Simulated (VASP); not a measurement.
# Al30Si (a cell with a defect) in VASP: notebook

Al30Si (a cell with a defect) is run at these levels: PBE; tasks: single point.

All numbers are computed with VASP 6.6.1; they aren't measurements. Logs are shortened: lines on timing, memory, paths and dates and some standing lists are left out, and cuts for length are marked.

### 1 The cell of the first run

The cell holds a defect, 31 atoms: a = 8.100 Å, b = 8.100 Å, c = 8.100 Å, α = 90.00°, β = 90.00°, γ = 90.00°.

### 2 Single point, PBE

Contents of INCAR:

```
PREC     = Accurate       # precision mode
ENCUT    = 520            # plane-wave cutoff, eV
EDIFF    = 1E-6           # SCF threshold, eV
ISMEAR   = -1             # smearing method
SIGMA    = 0.15           # smearing width, eV
LREAL    = Auto         
LASPH    = True           # aspherical terms in the spheres
NELM     = 60             # most SCF steps
ALGO     = Normal         # electronic algorithm
ISIF     = 2              # what is computed and relaxed
LWAVE    = False          # write WAVECAR
LCHARG   = False          # write CHGCAR
GGA      = PE             # functional
NBANDS   = 68             # bands
```

Contents of KPOINTS:

```
regular mesh
0
Gamma
  2 2 2
```

Contents of POSCAR:

```
Al30Si
1.0
    8.1000000000      0.0000000000      0.0000000000
    0.0000000000      8.1000000000      0.0000000000
    0.0000000000      0.0000000000      8.1000000000
Si Al
1 30
Direct
    0.4324533333      0.0001571605     -0.0500261728
    0.7469072840      0.2474675309      0.0022986420
    0.7488275309      0.0000046914      0.2464185185
    0.0035920988      0.0000607407     -0.0042197531
    0.2454966667      0.2613918519      0.0008203704
    0.5015745679      0.5000791358      0.0002755556
    0.7469401235      0.7525134568      0.0023075309
    0.2574503704     -0.0000141975      0.2427575309
    0.5034674074      0.2494549383      0.2453462963
    0.7508756790      0.4999992593      0.2506195062
    0.4998993827      0.0001124691      0.4979039506
    0.7494655556      0.2517804938      0.5005367901
    0.7445491358      0.0000970370      0.7568334568
   -0.0075416049      0.4999713580      0.0023353086
    0.2454659259      0.7385356790      0.0010595062
    0.0006074074      0.2497520988      0.2490833333
    0.2505180247      0.4999256790      0.2530335802
    0.5035177778      0.7505601235      0.2453167901
    0.0006786420      0.0000430864      0.5005253086
    0.2502808642      0.2487174074      0.4986397531
    0.5025853086      0.5000693827      0.4966614815
    0.7494723457      0.7483287654      0.5006190123
    0.4987769136      0.2525706173      0.7490485185
    0.7498945679      0.5000746914      0.7497087654
    0.0005329630      0.7502018519      0.2492583951
    0.0003846914      0.5000700000      0.4986930864
    0.2503081481      0.7513513580      0.4986907407
   -0.0005361728      0.2513248148      0.7489095062
    0.2511030864      0.5001093827      0.7491190123
    0.4986176543      0.7476953086      0.7492662963
   -0.0003864198      0.7488365432      0.7488986420
```

Potentials or basis: VASP PAW PBE potentials, release 64 (Si, Al).

Command:

```sh
> cat potpaw_PBE.64/Si/POTCAR potpaw_PBE.64/Al/POTCAR > POTCAR
> mpirun -np 1 vasp_std > vasp.out
```

OUTCAR:

```text
PREC = Accurate
   ENCUT = 520
   EDIFF = 1E-6
   ISMEAR = -1
   LREAL = Auto
   LASPH = True
   NELM = 60
   ISIF = 2
   GGA = PE

 ion  position               nearest neighbor table
   1  0.432  0.000  0.950-   5 2.63  15 2.64  30 2.67  23 2.67   8 2.76  13 2.97   9 3.18  18 3.18

   2  0.747  0.247  0.002-   9 2.79   3 2.82  13 2.82   6 2.85  14 2.85  16 2.87  10 2.87  23 2.87
                             4 2.89  24 2.89  28 2.90
   3  0.749  0.000  0.246-   2 2.82   7 2.82  18 2.83   9 2.83  11 2.87  25 2.87  16 2.87   4 2.89
                            22 2.90  12 2.90  19 2.90
   4  0.004  0.000  0.996-  31 2.85  28 2.85  13 2.85   8 2.87  16 2.88  25 2.88   5 2.88  15 2.89
                             2 2.89   7 2.89   3 2.89
   5  0.245  0.261  0.001-   1 2.63  29 2.81  17 2.81  14 2.82  16 2.83   6 2.84  28 2.85   9 2.88
                             4 2.88   8 2.89  23 2.89
   6  0.502  0.500  0.000-  15 2.83   5 2.84  18 2.84   9 2.84   7 2.85   2 2.85  30 2.86  23 2.86
                            24 2.86  10 2.86  29 2.87  17 2.89
   7  0.747  0.753  0.002-  18 2.79   3 2.82  13 2.82   6 2.85  14 2.85  25 2.87  10 2.87  30 2.87
                             4 2.89  24 2.89  31 2.90
   8  0.257  1.000  0.243-   1 2.76   9 2.84  18 2.84  11 2.85   4 2.87  15 2.89   5 2.89  27 2.89
                            20 2.89  16 2.90  25 2.90  19 2.95
   9  0.503  0.249  0.245-   2 2.79   3 2.83   8 2.84   6 2.84  10 2.85  12 2.87  21 2.87  11 2.87
[... 31 lines left out ...]
  25  0.001  0.750  0.249-  15 2.83  14 2.85  27 2.86  26 2.86  10 2.86  17 2.87   7 2.87  19 2.87
                             3 2.87  22 2.88   4 2.88   8 2.90
  26  0.000  0.500  0.499-  17 2.84  10 2.85  28 2.86  31 2.86  22 2.86  12 2.86  25 2.86  16 2.86
                            29 2.87  27 2.87  20 2.87  24 2.87
  27  0.250  0.751  0.499-  17 2.85  19 2.85  11 2.85  30 2.86  25 2.86  31 2.87  26 2.87  29 2.87
                            21 2.88   8 2.89  18 2.90
  28  0.999  0.251  0.749-   5 2.85   4 2.85  24 2.85  12 2.85  26 2.86  19 2.86  29 2.87  20 2.87
                            14 2.88   2 2.90  13 2.90
  29  0.251  0.500  0.749-  15 2.81   5 2.81  30 2.84  23 2.84  31 2.87  28 2.87  26 2.87   6 2.87
                            27 2.87  20 2.87  21 2.89  14 2.93
  30  0.499  0.748  0.749-   1 2.67  29 2.84  13 2.86   6 2.86  24 2.86  27 2.86  22 2.86  21 2.87
                             7 2.87  11 2.89  15 2.89
  31  1.000  0.749  0.749-   4 2.85  15 2.85  22 2.85  24 2.86  26 2.86  19 2.86  29 2.87  27 2.87
                            14 2.88   7 2.90  13 2.90

  LATTYP: Found a simple cubic cell.
 ALAT       =     8.1000000000

  Lattice vectors:

 A1 = (   8.1000000000,   0.0000000000,   0.0000000000)
 A2 = (   0.0000000000,   8.1000000000,   0.0000000000)
 A3 = (   0.0000000000,   0.0000000000,   8.1000000000)

Analysis of symmetry for initial positions (statically):
=====================================================================
 Subroutine PRICEL returns:
 Original cell was already a primitive cell.

 Routine SETGRP: Setting up the symmetry group for a
 simple cubic supercell.

 Subroutine GETGRP returns: Found  1 space group operations
 (whereof  1 operations were pure point group operations)
 out of a pool of 48 trial point group operations.

The static configuration has the point symmetry C_1 .

Analysis of symmetry for dynamics (positions and initial velocities):
=====================================================================
 Subroutine PRICEL returns:
 Original cell was already a primitive cell.

 Routine SETGRP: Setting up the symmetry group for a
 simple cubic supercell.

 Subroutine GETGRP returns: Found  1 space group operations
 (whereof  1 operations were pure point group operations)
 out of a pool of 48 trial point group operations.

The dynamic configuration has the point symmetry C_1 .

 Subroutine INISYM returns: Found  1 space group operations
 (whereof  1 operations are pure point group operations),
 and found     1 'primitive' translations

----------------------------------------------------------------------------------------

                                     Primitive cell

  volume of cell :     531.4410

  direct lattice vectors                    reciprocal lattice vectors
     8.100000000  0.000000000  0.000000000     0.123456790  0.000000000  0.000000000
     0.000000000  8.100000000  0.000000000     0.000000000  0.123456790  0.000000000
     0.000000000  0.000000000  8.100000000     0.000000000  0.000000000  0.123456790

  length of vectors
     8.100000000  8.100000000  8.100000000     0.123456790  0.123456790  0.123456790

  position of ions in fractional coordinates (direct lattice)
     0.432453333  0.000157161  0.949973827
     0.746907284  0.247467531  0.002298642
     0.748827531  0.000004691  0.246418519
     0.003592099  0.000060741  0.995780247
     0.245496667  0.261391852  0.000820370
[... 55 lines left out ...]
   total plane-waves  NPLWV = 216000
   dimension x,y,z NGX =    60 NGY =   60 NGZ =   60
   dimension x,y,z NGXF=   120 NGYF=  120 NGZF=  120
   ions per type =               1  30
   NGX,Y,Z   is equivalent  to a cutoff of  12.31, 12.31, 12.31 a.u.
   NGXF,Y,Z  is equivalent  to a cutoff of  24.63, 24.63, 24.63 a.u.
 SYSTEM =  unknown system
   PREC   = accura    normal or accurate (medium, high low for compatibility)
   ISTART =      0    job   : 0-new  1-cont  2-samecut
   ICHARG =      2    charge: 1-file 2-atom 10-const
   ISPIN  =      1    spin polarized calculation?
   LNONCOLLINEAR =      F non collinear calculations
   LSORBIT =      F    spin-orbit coupling
   LASPH  =      T    aspherical Exc in radial PAW
   ENCUT  =  520.0 eV  38.22 Ry    6.18 a.u.  15.06 15.06 15.06*2*pi/ulx,y,z
   NELM   =     60;   NELMIN=  2; NELMDL= -5     # of ELM steps
   EDIFF  = 0.1E-05   stopping-criterion for ELM
   LREAL  =      T    real-space projection
   EDIFFG = 0.1E-04   stopping-criterion for IOM
   NSW    =      0    number of steps for IOM
[... 5 lines left out ...]
   TEBEG  =    0.0;   TEEND  =   0.0 temperature during run
   PSTRESS=    0.0 pullay stress
   NELECT =      94.0000    total number of electrons
   NUPDOWN=      -1.0000    fix difference up-down
   EMIN   =  10.00;   EMAX   =-10.00  energy-range for DOS
   EFERMI =   0.00;   METHOD = LEGACY
   ISMEAR =    -1;   SIGMA  =   0.15  broadening in eV -4-tet -1-fermi 0-gaus
   EFERMI_NEDOS =   21; number of points for ismear=-14 and -15
   IALGO  =     38    algorithm
   IMIX   =      4    mixing-type and parameters
     AMIX     =   0.40;   BMIX     =  1.00
     AMIX_MAG =   1.60;   BMIX_MAG =  1.00
  volume/ion in A,a.u.               =      17.14       115.69
  Fermi-wavevector in a.u.,A,eV,Ry     =   0.918965  1.736593 11.490081  0.844497
  Thomas-Fermi vector in A             =   2.044106
   LORBIT       =      0    0 simple, 1 ext, 2 COOP (PROOUT), +10 PAW based schemes
   GGA     = PE    functional components
   LHFCALC =     F    Hartree Fock is set to
   AEXX    =    0.0000 exact exchange contribution
   IVDW    =     0    specifies the selected vdW correction
   LEPSILON=     F    determine dielectric tensor
   LRPA    =     F    only Hartree local field effects (RPA)
 non-spin polarized calculation
  energy-cutoff  :      520.00
  volume of cell :      531.44
 maximum number of plane-waves:     14400
   NGX = 31   NGY = 31   NGZ = 31

 number of electron      94.0000001 magnetization

 Free energy of the ion-electron system (eV)
  ---------------------------------------------------
  ext. energy  EPLUGINS =         0.00000000
  ---------------------------------------------------
  free energy    TOTEN  =      -116.58972166 eV

  energy without entropy =     -115.49156202  energy(sigma->0) =     -116.04064184

 E-fermi :   7.3431     XC(G=0): -10.0437

 val. band max:        7.3381551598   @ k =   0.5000   0.0000   0.0000
 cond. band min:       7.3784490128   @ k =   0.5000   0.0000   0.0000
 fundamental gap:      0.0402938530
 Fermi energy:         7.3431385891

 k-point     1 :       0.0000    0.0000    0.0000
  band No.  band energies     occupation
      1      -3.4399      2.00000
      2      -1.6586      2.00000
      3      -1.2486      2.00000
      4      -1.1870      2.00000
      5      -1.1758      2.00000
      6      -1.1509      2.00000
[... 485 lines left out ...]
     58      10.5951      0.00000
     59      10.6402      0.00000
 [bands above 59 left out]

------------------------ aborting loop because EDIFF is reached ----------------------------------------

  FORCE on cell =-STRESS in cart. coord.  units (eV):
  Direction    XX          YY          ZZ          XY          YZ          ZX
  --------------------------------------------------------------------------------------
  -------------------------------------------------------------------------------------
  Total       -3.5040599     -3.5729805     -3.2062206     -0.0067548     -0.0054555      0.0585984
  in kB      -10.5639672    -10.7717476     -9.6660474     -0.0203642     -0.0164470      0.1766612
  external PRESSURE =     -10.3339207 kB  Pullay stress =       0.0000000 kB

 VOLUME and BASIS-vectors are now :
 -----------------------------------------------------------------------------
  energy-cutoff  :      520.00
  volume of cell :      531.44
      direct lattice vectors                 reciprocal lattice vectors
     8.100000000  0.000000000  0.000000000     0.123456790  0.000000000  0.000000000
     0.000000000  8.100000000  0.000000000     0.000000000  0.123456790  0.000000000
     0.000000000  0.000000000  8.100000000     0.000000000  0.000000000  0.123456790

 POSITION                                       TOTAL-FORCE (eV/Angst)
 -----------------------------------------------------------------------------------
      3.50287      0.00127      7.69479         0.439557     -0.003438      0.312551
      6.04995      2.00449      0.01862        -0.035271     -0.003491     -0.001537
      6.06550      0.00004      1.99599        -0.024691      0.000300     -0.013454
      0.02910      0.00049      8.06582        -0.069755     -0.002592      0.033004
      1.98852      2.11727      0.00665         0.007389     -0.070015     -0.032169
      4.06275      4.05064      0.00223        -0.001898     -0.003131     -0.003896
[... 23 lines left out ...]
      4.03880      6.05633      6.06906        -0.020313      0.010333     -0.011340
      8.09687      6.06558      6.06608        -0.025594      0.008696      0.004359
 -----------------------------------------------------------------------------------
    total drift:                                0.029609     -0.000752     -0.039787

  FREE ENERGIE OF THE ION-ELECTRON SYSTEM (eV)
  ---------------------------------------------------
  free  energy   TOTEN  =      -116.5897216592 eV

  energy  without entropy=     -115.4915620172  energy(sigma->0) =     -116.04064184
```

Run time: 9.6 min. Hardware: 1 thread of Intel Xeon 8259CL, shared host; peak memory 0.56 GiB.

Results:

| Property | Result |
| --- | --- |
| Free energy | -116.5897 eV |
| Pressure | -1.0 GPa |
| Largest force | 0.539 eV/Å |
| Band gap on the k mesh | zero (bands 47 and 48 overlap by 0.89 eV) |

Forces on the atoms (eV/Å):
```
Si   0.440 -0.003  0.313
Al  -0.035 -0.003 -0.002
Al  -0.025  0.000 -0.013
Al  -0.070 -0.003  0.033
Al   0.007 -0.070 -0.032
Al  -0.002 -0.003 -0.004
Al  -0.032  0.005 -0.003
Al  -0.038 -0.001  0.016
Al  -0.009 -0.023 -0.024
Al  -0.015  0.000 -0.016
Al   0.018 -0.003 -0.033
Al  -0.014 -0.008 -0.011
Al  -0.022 -0.003 -0.017
Al  -0.006  0.002  0.001
Al   0.008  0.077 -0.034
Al  -0.014  0.002 -0.014
Al  -0.005  0.001 -0.028
Al  -0.010  0.024 -0.019
Al  -0.028  0.002 -0.008
Al   0.000  0.003 -0.018
Al  -0.009  0.001 -0.019
Al  -0.018  0.008 -0.010
Al  -0.024 -0.011 -0.006
Al  -0.024  0.001  0.007
Al  -0.011  0.000 -0.019
Al   0.002 -0.001 -0.009
Al   0.003 -0.001 -0.021
Al  -0.022 -0.009  0.002
Al   0.002 -0.002 -0.003
Al  -0.020  0.010 -0.011
Al  -0.026  0.009  0.004
```

Stress tensor (GPa, compression positive):
```
-1.06  0.00  0.02
 0.00 -1.08  0.00
 0.02  0.00 -0.97
```

Levels at points of the mesh, in eV from the Fermi level:
```csv
k point,band 44,band 45,band 46,band 47,band 48,band 49,band 50,band 51
"(0.00, 0.00, 0.00)",-0.19,-0.18,0.30,0.49,0.57,0.66,0.66,0.69
"(0.50, 0.00, 0.00)",-0.29,-0.28,-0.05,0.00,0.04,0.09,0.14,0.37
"(0.00, 0.50, 0.00)",-0.48,-0.10,-0.06,-0.05,-0.03,-0.01,0.09,0.51
"(0.00, 0.00, 0.50)",-0.32,-0.28,-0.04,-0.01,0.05,0.07,0.14,0.43
"(0.50, 0.50, 0.00)",-0.73,-0.20,-0.17,-0.12,0.37,0.89,0.97,1.09
"(0.00, 0.50, 0.50)",-0.74,-0.29,-0.16,-0.12,0.33,0.91,0.98,1.08
"(0.50, 0.00, 0.50)",-0.87,-0.29,-0.12,-0.09,0.37,1.01,1.04,1.18
"(0.50, 0.50, 0.50)",-0.45,-0.45,-0.44,-0.41,-0.40,-0.34,-0.23,-0.20
```

Caveat: the k points lie up to 0.39 Å⁻¹ apart, too coarse for converged energies and pressures of a metal.

### 3 Single point, PBE

Contents of INCAR:

```
ALGO     = Normal         # electronic algorithm
EDIFF    = 1E-7           # SCF threshold, eV
ENCUT    = 520            # plane-wave cutoff, eV
GGA      = PE             # functional
ISIF     = 2              # what is computed and relaxed
ISMEAR   = -1             # smearing method
LASPH    = T              # aspherical terms in the spheres
LCHARG   = F              # write CHGCAR
LREAL    = Auto         
LWAVE    = F              # write WAVECAR
NBANDS   = 68             # bands
NELM     = 100            # most SCF steps
PREC     = Accurate       # precision mode
SIGMA    = 0.15           # smearing width, eV
```

Contents of KPOINTS:

```
k-points
0
Gamma
  2 2 2
```

Contents of POSCAR:

```
Al30Si
1.0
    8.1000000000      0.0000000000      0.0000000000
    0.0000000000      8.1000000000      0.0000000000
    0.0000000000      0.0000000000      8.1000000000
Si Al
1 30
Direct
    0.3944218519     -0.0000076543     -0.0774660494
    0.7485128395      0.2478858025      0.0018023457
    0.7496241975      0.0000235802      0.2467013580
    0.0088224691      0.0000508642     -0.0078623457
    0.2439991358      0.2672924691      0.0026418519
    0.5015558025      0.5000919753     -0.0004760494
    0.7484808642      0.7521337037      0.0017928395
    0.2599595062      0.0000230864      0.2399611111
    0.5034092593      0.2514197531      0.2465616049
    0.7516690123      0.5000455556      0.2508616049
    0.4976700000      0.0001251852      0.4992706173
    0.7495048148      0.2526698765      0.5007191358
    0.7457567901      0.0001391358      0.7567844444
   -0.0085096296      0.4999212346      0.0015748148
    0.2438161728      0.7325217284      0.0029012346
    0.0009576543      0.2496662963      0.2490267901
    0.2496598765      0.4999048148      0.2556629630
    0.5034513580      0.7486818519      0.2464107407
    0.0021244444      0.0000270370      0.5008616049
    0.2492783951      0.2484879012      0.4991122222
    0.5022908642      0.5000639506      0.4972998765
    0.7494928395      0.7474692593      0.5007649383
    0.4994127160      0.2537624691      0.7487516049
    0.7507692593      0.5000740741      0.7486783951
    0.0008076543      0.7502802469      0.2492224691
   -0.0003269136      0.5000729630      0.4978704938
    0.2493045679      0.7515349383      0.4991477778
    0.0002762963      0.2523182716      0.7475222222
    0.2506523457      0.5000939506      0.7480839506
    0.4991972840      0.7464538272      0.7489393827
    0.0004408642      0.7478071605      0.7474925926
```

Potentials or basis: VASP PAW PBE potentials, release 64 (Si, Al).

Command:

```sh
> cat potpaw_PBE.64/Si/POTCAR potpaw_PBE.64/Al/POTCAR > POTCAR
> mpirun -np 1 vasp_std > vasp.out
```

Wall time 11 min (1 thread of Intel Xeon 8259CL, shared host); peak memory 0.56 GiB.

Results (log left out):

- Free energy: -116.3960 eV
- Pressure: -0.8 GPa
- Largest force: 0.371 eV/Å
- Band gap on the k mesh: zero (bands 47 and 48 overlap by 0.85 eV)

Forces on the atoms (eV/Å):
```
Si   0.281 -0.001  0.242
Al  -0.025 -0.001  0.005
Al  -0.010  0.001 -0.004
Al  -0.026 -0.003  0.015
Al  -0.012 -0.021 -0.024
Al  -0.001 -0.004 -0.008
Al  -0.018  0.003  0.002
Al  -0.011 -0.002  0.006
Al  -0.002 -0.011 -0.021
Al  -0.005 -0.001 -0.009
Al   0.014 -0.004 -0.025
Al  -0.005 -0.002 -0.006
Al  -0.028 -0.005  0.003
Al  -0.017  0.003  0.005
Al  -0.011  0.031 -0.027
Al  -0.005  0.000 -0.007
Al  -0.007  0.003 -0.017
Al  -0.006  0.012 -0.015
Al  -0.016  0.001  0.003
Al  -0.005  0.005 -0.013
Al  -0.004  0.002 -0.014
Al  -0.010  0.002 -0.002
Al  -0.015  0.005 -0.012
Al  -0.013  0.002 -0.001
Al   0.000  0.002 -0.013
Al   0.004 -0.003 -0.012
Al  -0.002 -0.003 -0.018
Al  -0.016 -0.002 -0.004
Al   0.000 -0.004 -0.012
Al  -0.008 -0.007 -0.020
Al  -0.022  0.002  0.000
```

Stress tensor (GPa, compression positive):
```
-0.87  0.00  0.05
 0.00 -0.73  0.00
 0.05  0.00 -0.85
```

Levels at points of the mesh, in eV from the Fermi level:
```
           k point  band 43  band 44  band 45  band 46  band 47  band 48  band 49  band 50  band 51  band 52
(0.00, 0.00, 0.00)    -0.33    -0.18    -0.17     0.09     0.49     0.57     0.67     0.71     0.72     0.94
(0.50, 0.00, 0.00)    -0.65    -0.42    -0.31    -0.04    -0.02     0.02     0.13     0.20     0.40     0.51
(0.00, 0.50, 0.00)    -0.61    -0.51    -0.13    -0.09    -0.08    -0.06     0.07     0.22     0.47     0.70
(0.00, 0.00, 0.50)    -0.68    -0.39    -0.35    -0.03    -0.01     0.03     0.11     0.21     0.39     0.65
(0.50, 0.50, 0.00)    -0.82    -0.69    -0.21    -0.14    -0.08     0.22     0.85     0.97     1.11     1.24
(0.00, 0.50, 0.50)    -0.75    -0.69    -0.20    -0.20    -0.14     0.19     0.86     0.97     1.07     1.29
(0.50, 0.00, 0.50)    -0.91    -0.90    -0.20    -0.11    -0.07     0.22     0.97     0.98     1.18     1.20
(0.50, 0.50, 0.50)    -0.45    -0.45    -0.44    -0.43    -0.42    -0.36    -0.24    -0.20    -0.17    -0.12
```

Caveat: the k points lie up to 0.39 Å⁻¹ apart, too coarse for converged energies and pressures of a metal.

The gap in the log of VASP goes by the Fermi energy; the results here count the filled bands.